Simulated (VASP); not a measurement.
# Sn2Pt (Fm-3m) in VASP: vibrations by perturbation theory with LDA

Aim: the vibrations by perturbation theory of Sn2Pt with LDA.

Everything below comes from runs of VASP 6.6.1. Logs are shortened: lines on timing, memory, paths and dates and some standing lists are left out, and cuts for length are marked.

**1. The cell of the first run**

It takes space group Fm-3m (No. 225, cubic). The conventional cell has a = 6.451 Å, b = 6.451 Å, c = 6.451 Å, α = 90.00°, β = 90.00°, γ = 90.00°. Sn (site symmetry -43m) has 4 Pt at 2.79 Å and 6 Sn at 3.23 Å within 3.7 Å. Pt (site symmetry m-3m) has 8 Sn at 2.79 Å within 3.7 Å.

**2. Vibrations by perturbation theory, LDA (22.37 Å³/atom)**

The input, INCAR:

```
PREC = Accurate ; ENCUT = 500
EDIFF = 1E-8 ; ISMEAR = -1
SIGMA = 0.15 ; LREAL = False
LASPH = True ; NELM = 120
ALGO = Normal ; ISIF = 2
LWAVE = False ; LCHARG = False
GGA = CA ; NBANDS = 26
IBRION = 8 ; NSW = 1
GGA_COMPAT = False
```

The input, KPOINTS:

```
regular mesh
0
Gamma
  12 12 12
```

The input, POSCAR:

```
Sn2Pt
1.0
    0.0000000000      3.2252998328      3.2252998328
    3.2252998328      0.0000000000      3.2252998328
    3.2252998328      3.2252998328      0.0000000000
Sn Pt
2 1
Direct
    0.2500000000      0.2500000000      0.2500000000
    0.7500000000      0.7500000000      0.7500000000
    0.0000000000      0.0000000000      0.0000000000
```

Potentials or basis: VASP PAW LDA potentials, release 64 (Sn_d, Pt).

Command:

```bash
$ cat potpaw_LDA.64/Sn_d/POTCAR potpaw_LDA.64/Pt/POTCAR > POTCAR
$ mpirun -np 1 vasp_std > vasp.out
```

OUTCAR:

```text
PREC = Accurate
   ENCUT = 500
   EDIFF = 1E-8
   ISMEAR = -1
   LREAL = False
   LASPH = True
   NELM = 120
   ISIF = 2
   GGA = CA
   IBRION = 8
   NSW = 1

 ion  position               nearest neighbor table
   1  0.250  0.250  0.250-   3 2.79   3 2.79   3 2.79   3 2.79   2 3.23   2 3.23   2 3.23   2 3.23
                             2 3.23   2 3.23
   2  0.750  0.750  0.750-   3 2.79   3 2.79   3 2.79   3 2.79   1 3.23   1 3.23   1 3.23   1 3.23
                             1 3.23   1 3.23
   3  0.000  0.000  0.000-   2 2.79   2 2.79   2 2.79   1 2.79   1 2.79   1 2.79   2 2.79   1 2.79

  LATTYP: Found a face centered cubic cell.
 ALAT       =     6.4505996656

  Lattice vectors:

 A1 = (   0.0000000000,   3.2252998328,   3.2252998328)
 A2 = (   3.2252998328,   0.0000000000,   3.2252998328)
 A3 = (   3.2252998328,   3.2252998328,   0.0000000000)

Analysis of symmetry for initial positions (statically):
=====================================================================
 Subroutine PRICEL returns:
 Original cell was already a primitive cell.

 Routine SETGRP: Setting up the symmetry group for a
 face centered cubic supercell.

 Subroutine GETGRP returns: Found 48 space group operations
 (whereof 48 operations were pure point group operations)
 out of a pool of 48 trial point group operations.

The static configuration has the point symmetry O_h .

Analysis of symmetry for dynamics (positions and initial velocities):
=====================================================================
 Subroutine PRICEL returns:
 Original cell was already a primitive cell.

 Routine SETGRP: Setting up the symmetry group for a
 face centered cubic supercell.

 Subroutine GETGRP returns: Found 48 space group operations
 (whereof 48 operations were pure point group operations)
 out of a pool of 48 trial point group operations.

The dynamic configuration has the point symmetry O_h .

 Subroutine INISYM returns: Found 48 space group operations
 (whereof 48 operations are pure point group operations),
 and found     1 'primitive' translations

----------------------------------------------------------------------------------------

                                     Primitive cell

  volume of cell :      67.1027

  direct lattice vectors                    reciprocal lattice vectors
     0.000000000  3.225299833  3.225299833    -0.155024347  0.155024347  0.155024347
     3.225299833  0.000000000  3.225299833     0.155024347 -0.155024347  0.155024347
     3.225299833  3.225299833  0.000000000     0.155024347  0.155024347 -0.155024347

  length of vectors
     4.561262766  4.561262766  4.561262766     0.268510045  0.268510045  0.268510045

  position of ions in fractional coordinates (direct lattice)
     0.250000000  0.250000000  0.250000000
     0.750000000  0.750000000  0.750000000
     0.000000000  0.000000000  0.000000000

  ion indices of the primitive-cell ions
   primitive index   ion index
                 1           1
                 2           2
                 3           3

----------------------------------------------------------------------------------------

 KPOINTS: regular mesh

Automatic generation of k-mesh.
 Grid dimensions read from file:
 generate k-points for:   12   12   12

 Generating k-lattice:

  Cartesian coordinates                     Fractional coordinates (reciprocal lattice)
    -0.012918696  0.012918696  0.012918696     0.083333333  0.000000000  0.000000000
[... 88 lines left out ...]
   LEPSILON=     F    determine dielectric tensor
   LRPA    =     F    only Hartree local field effects (RPA)
 non-spin polarized calculation
  energy-cutoff  :      500.00
  volume of cell :       67.10
 maximum number of plane-waves:      1731
 NGX is ok and might be reduce to    36
   NGX = 17   NGY = 17   NGZ = 17

--------------------------------------- Ionic step        1  -------------------------------------------

 number of electron      38.0000012 magnetization

 Free energy of the ion-electron system (eV)
  ---------------------------------------------------
  ext. energy  EPLUGINS =         0.00000000
  ---------------------------------------------------
  free energy    TOTEN  =       -17.91726405 eV

  energy without entropy =      -17.83217832  energy(sigma->0) =      -17.87472119

 E-fermi :   9.1556     XC(G=0): -11.3095

 val. band max:        9.1527570327   @ k =   0.3333   0.0000   0.0000
 cond. band min:       9.1599662251   @ k =   0.3333   0.1667   0.0000
 fundamental gap:      0.0072091924
 Fermi energy:         9.1556335280

 k-point     1 :       0.0000    0.0000    0.0000
  band No.  band energies     occupation
      1     -12.6195      2.00000
      2     -12.6195      2.00000
      3     -12.5195      2.00000
      4     -12.5195      2.00000
      5     -12.5195      2.00000
      6     -12.3781      2.00000
[... 685 lines left out ...]
     25      16.3880      0.00000
     26      16.9043      0.00000

 [... further k-points ...]

------------------------ aborting loop because EDIFF is reached ----------------------------------------

  FORCE on cell =-STRESS in cart. coord.  units (eV):
  Direction    XX          YY          ZZ          XY          YZ          ZX
  --------------------------------------------------------------------------------------
  -------------------------------------------------------------------------------------
  Total       -0.8000980     -0.8000980     -0.8000980     -0.0000000      0.0000000     -0.0000000
  in kB      -19.1035246    -19.1035246    -19.1035246     -0.0000000      0.0000000     -0.0000000
  external PRESSURE =     -19.1035246 kB  Pullay stress =       0.0000000 kB

 VOLUME and BASIS-vectors are now :
 -----------------------------------------------------------------------------
  energy-cutoff  :      500.00
  volume of cell :       67.10
      direct lattice vectors                 reciprocal lattice vectors
     0.000000000  3.225299833  3.225299833    -0.155024347  0.155024347  0.155024347
     3.225299833  0.000000000  3.225299833     0.155024347 -0.155024347  0.155024347
     3.225299833  3.225299833  0.000000000     0.155024347  0.155024347 -0.155024347

 POSITION                                       TOTAL-FORCE (eV/Angst)
 -----------------------------------------------------------------------------------
      1.61265      1.61265      1.61265        -0.000000     -0.000000      0.000000
      4.83795      4.83795      4.83795        -0.000000      0.000000     -0.000000
      0.00000      0.00000      0.00000         0.000000      0.000000      0.000000
 -----------------------------------------------------------------------------------
    total drift:                                0.000000      0.000000      0.000000

  FREE ENERGIE OF THE ION-ELECTRON SYSTEM (eV)
  ---------------------------------------------------
  free  energy   TOTEN  =       -17.9172640506 eV

  energy  without entropy=      -17.8321783199  energy(sigma->0) =      -17.87472119

[... ionic steps 2 to 9 ...]

--------------------------------------- Ionic step       10  -------------------------------------------

 Free energy of the ion-electron system (eV)
  ---------------------------------------------------
  ---------------------------------------------------
  free energy    TOTEN  =        -0.25957230 eV

  energy without entropy =       -0.25957230

------------------------ aborting loop because EDIFF is reached ----------------------------------------

 INTERNAL STRAIN TENSOR  FOR ION    3  DIRECTION 1   (eV/Angst):
 -----------------------------------------------------------------------------
    -0.00647 -0.00000 -0.00000
     0.00000  0.01396 -0.00000
    -0.00000 -0.00000  0.01396

 INTERNAL STRAIN TENSOR FOR ION    3 for displacements in x,y,z  (eV/Angst):
          X           Y           Z          XY          YZ          ZX
  --------------------------------------------------------------------------------
  x     0.00000     0.00000     0.00000     0.00000     0.00000     0.00000
  y     0.00000     0.00000     0.00000     0.00000     0.00000     0.00000
  z     0.00000     0.00000     0.00000     0.00000     0.00000     0.00000

 SECOND DERIVATIVES (NOT SYMMETRIZED)
 ------------------------------------
               1X          1Y          1Z          2X          2Y          2Z          3X          3Y          3Z
  1X    -5.933371    0.000000    0.000000    2.685998    0.000000    0.000000    3.247373    0.000000    0.000000
  1Y     0.000000   -5.933371    0.000000    0.000000    2.685998    0.000000    0.000000    3.247373    0.000000
  1Z     0.000000    0.000000   -5.933371    0.000000    0.000000    2.685998    0.000000    0.000000    3.247373
  2X     2.685998    0.000000    0.000000   -5.933371    0.000000    0.000000    3.247373    0.000000    0.000000
  2Y     0.000000    2.685998    0.000000    0.000000   -5.933371    0.000000    0.000000    3.247373    0.000000
  2Z     0.000000    0.000000    2.685998    0.000000    0.000000   -5.933371    0.000000    0.000000    3.247373
  3X     3.231827    0.000000    0.000000    3.231827    0.000000    0.000000   -6.463655    0.000000    0.000000
  3Y     0.000000    3.231827    0.000000    0.000000    3.231827    0.000000    0.000000   -6.463655    0.000000
  3Z     0.000000    0.000000    3.231827    0.000000    0.000000    3.231827    0.000000    0.000000   -6.463655

 Eigenvectors and eigenvalues of the dynamical matrix
 ----------------------------------------------------

   1 f  =    4.212548 THz    26.468217 2PiTHz  140.515463 cm-1    17.421689 meV
             X         Y         Z           dx          dy          dz
      1.612650  1.612650  1.612650    -0.201551    0.366609   -0.570066
      4.837950  4.837950  4.837950     0.201551   -0.366609    0.570066
      0.000000  0.000000  0.000000    -0.000000    0.000000    0.000000
[... 43 lines left out ...]
   9 f/i=    0.004591 THz     0.028848 2PiTHz    0.153151 cm-1     0.018988 meV
             X         Y         Z           dx          dy          dz
      1.612650  1.612650  1.612650    -0.433111    0.261010    0.134790
      4.837950  4.837950  4.837950    -0.433111    0.261010    0.134790
      0.000000  0.000000  0.000000    -0.556550    0.335399    0.173206

--------------------------------------------------------------------------------------------------------

 ELASTIC MODULI CONTR FROM IONIC RELAXATION (kBar)
 Direction    XX          YY          ZZ          XY          YZ          ZX
 --------------------------------------------------------------------------------
 XX          -0.0000      0.0000      0.0000     -0.0000      0.0000     -0.0000
 YY           0.0000     -0.0000     -0.0000      0.0000     -0.0000      0.0000
 ZZ           0.0000     -0.0000     -0.0000      0.0000     -0.0000      0.0000
 XY          -0.0000      0.0000      0.0000   -169.5988      0.0000     -0.0000
 YZ           0.0000     -0.0000     -0.0000      0.0000   -169.5988      0.0000
 ZX          -0.0000      0.0000      0.0000     -0.0000      0.0000   -169.5988
 --------------------------------------------------------------------------------
```

Wall time 22 min (1 thread of Oxide Virtual Turin-like, shared host); peak memory 0.9 GiB.

What came out:

```yaml
Highest_phonon_frequency_at_Γ: 141 cm⁻¹
```

Phonon frequencies in cm⁻¹ (negative: imaginary):
| q point | frequencies |
| --- | --- |
| (0.000, 0.000, 0.000) | 0 0 0 128 128 128 141 141 141 |

Caveat: the cell stands under pressure or tension, which shifts response properties; spin-orbit coupling is left out, which moves the levels of the heavy elements.
